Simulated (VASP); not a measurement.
Set up this calculation in VASP 6.6.1, as the native input.

```yaml
Task: relaxation of cell and atoms
Functional: PBEsol
Potentials_or_basis: VASP PAW PBE potentials, release 64 (B, As)
Cutoff: 500 eV
k_mesh: 10 × 10 × 10
Occupations: gaussian, width 0.02 eV
Spin: no spin polarisation
Dipole_correction: no
Further_INCAR_settings: ALGO = Normal; EDIFF = 1e-07; IBRION = 2; EDIFFG = -0.002; NSW = 100; ISIF = 3
```

The structure of BAs lies in POSCAR:

```
BAs
1.0
    0.0000000000      2.3850000000      2.3850000000
    2.3850000000      0.0000000000      2.3850000000
    2.3850000000      2.3850000000      0.0000000000
B As
1 1
Direct
    0.0000000000      0.0000000000      0.0000000000
    0.2500000000      0.2500000000      0.2500000000
```

One way to write it, as run:

INCAR

```
SYSTEM = BAs
PREC     = Accurate       ! precision mode
ENCUT    = 500            ! plane-wave cutoff, eV
EDIFF    = 1E-7           ! SCF threshold, eV
ISMEAR   = 0              ! smearing method
SIGMA    = 0.02           ! smearing width, eV
LREAL    = .False.        ! projectors in reciprocal space
LASPH    = .True.         ! aspherical terms in the spheres
NELM     = 120            ! most SCF steps
ALGO     = Normal         ! electronic algorithm
ISIF     = 3              ! what is computed and relaxed
LWAVE    = .False.        ! write WAVECAR
LCHARG   = .False.        ! write CHGCAR
GGA      = PS             ! functional
IBRION   = 2              ! ionic algorithm
NSW      = 100            ! ionic steps
EDIFFG   = -0.002         ! ionic threshold
GGA_COMPAT= .False.      
NELMIN   = 4
```

KPOINTS

```
regular mesh
0
Gamma
  10 10 10
  0 0 0
```

Potentials or basis: VASP PAW PBE potentials, release 64 (B, As).

Launch:

```console
$ cat potpaw_PBE.64/B/POTCAR potpaw_PBE.64/As/POTCAR > POTCAR
$ mpirun -np 1 vasp_std > vasp.out
```

It gave:

```
Relaxed volume                        : 13.63 Å³/atom
Relaxed cell                          : a = 3.378 Å, b = 3.378 Å, c = 3.378 Å, α = 60.00°, β = 60.00°, γ = 60.00°
Space group after relaxing (to 0.1 Å) : F-43m (No. 216)
Energy gained by relaxing             : 0.1 meV/atom
Ionic steps                           : 3
Pressure after relaxing               : 0.0 GPa
Band gap on the k mesh                : 1.08 eV (least direct gap 3.24 eV)
```

Caveat: the PAW data sets were made with another functional, which shifts forces and pressure a little.

Wall time 27 s on 1 thread of Intel(R) Xeon(R) Platinum 8259CL CPU @ 2.50GHz (Skylake/Cascade Lake), with other jobs on the host, peak memory 0.16 GiB.
